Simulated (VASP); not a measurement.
Write the native input for VASP 6.6.1 that does the following.

| Property | Result |
| --- | --- |
| Task | single point |
| Functional | r2SCAN |
| Potentials or basis | VASP PAW PBE potentials, release 64 (Zn, S) |
| Cutoff | 520 eV |
| k mesh | 6 × 6 × 2 |
| Occupations | gaussian, width 0.05 eV |
| Spin | no spin polarisation |
| Dipole correction | no |
| Further INCAR settings | ALGO = Normal; EDIFF = 1e-07; NBANDS = 46 |

The system is ZnS.

```
Zn S
1.0
     3.80874    0.00000    0.00000
    -1.90437    3.29846    0.00000
     0.00000    0.00000   12.46647
Zn S
4 4
Direct
  0.00000 0.00000 0.00613
  0.00000 0.00000 0.50613
  0.33333 0.66667 0.24405
  0.66667 0.33333 0.74405
  0.00000 0.00000 0.18870
  0.00000 0.00000 0.68870
  0.33333 0.66667 0.43612
  0.66667 0.33333 0.93612
```

This cell differs from its parent crystal: atoms displaced along a vibrational mode.

One way to write it, as run:

POSCAR

```
ZnS
1.0
    3.8087369172      0.0000000000      0.0000000000
   -1.9043684586      3.2984629266      0.0000000000
    0.0000000000      0.0000000000     12.4664651906
Zn S
4 4
Direct
    0.0000000000      0.0000000000      0.0061292106
    0.0000000000      0.0000000000      0.5061292106
    0.3333333333      0.6666666667      0.2440544771
    0.6666666667      0.3333333333      0.7440544771
    0.0000000000      0.0000000000      0.1887024755
    0.0000000000      0.0000000000      0.6887024755
    0.3333333333      0.6666666667      0.4361152126
    0.6666666667      0.3333333333      0.9361152126
```

INCAR.step1

```
ALGO     = Normal         # electronic algorithm
EDIFF    = 1E-4           # SCF threshold, eV
ENCUT    = 520            # plane-wave cutoff, eV
GGA      = PE             # functional
ISMEAR   = 0              # smearing method
LASPH    = True           # aspherical terms in the spheres
LCHARG   = False          # write CHGCAR
LREAL    = False          # projectors in reciprocal space
LWAVE    = True           # write WAVECAR
NBANDS   = 46             # bands
NELM     = 80             # most SCF steps
PREC     = Accurate       # precision mode
SIGMA    = 0.05           # smearing width, eV
```

INCAR.step2

```
ALGO     = Normal         # electronic algorithm
EDIFF    = 1E-7           # SCF threshold, eV
ENCUT    = 520            # plane-wave cutoff, eV
ISIF     = 2              # what is computed and relaxed
ISMEAR   = 0              # smearing method
ISTART   = 1            
LASPH    = True           # aspherical terms in the spheres
LCHARG   = False          # write CHGCAR
LMIXTAU  = True         
LREAL    = False          # projectors in reciprocal space
LWAVE    = False          # write WAVECAR
METAGGA  = R2SCAN         # meta-GGA
NBANDS   = 46             # bands
NELM     = 80             # most SCF steps
PREC     = Accurate       # precision mode
SIGMA    = 0.05           # smearing width, eV
```

KPOINTS

```
k-points
0
Gamma
  6 6 2
```

Potentials or basis: VASP PAW PBE potentials, release 64 (Zn, S).

The run is started by

```bash
$ cat potpaw_PBE.64/Zn/POTCAR potpaw_PBE.64/S/POTCAR > POTCAR
$ cp INCAR.step1 INCAR
$ mpirun -np 1 vasp_std > vasp.out
$ cp INCAR.step2 INCAR
$ mpirun -np 1 vasp_std > vasp.out
```

Results of the run:

The pressure is 0.1 GPa. The largest force is 0.765 eV/Å and the band gap on the k mesh is 2.64 eV.

Caveat: the cell differs from its parent crystal (atoms displaced along a vibrational mode); the PAW data sets were made with another functional, which shifts forces and pressure a little.

Run time: 3.6 min on 1 thread of Intel(R) Xeon(R) 6975P-C (Granite Rapids) (shared host), peak memory 0.33 GiB.
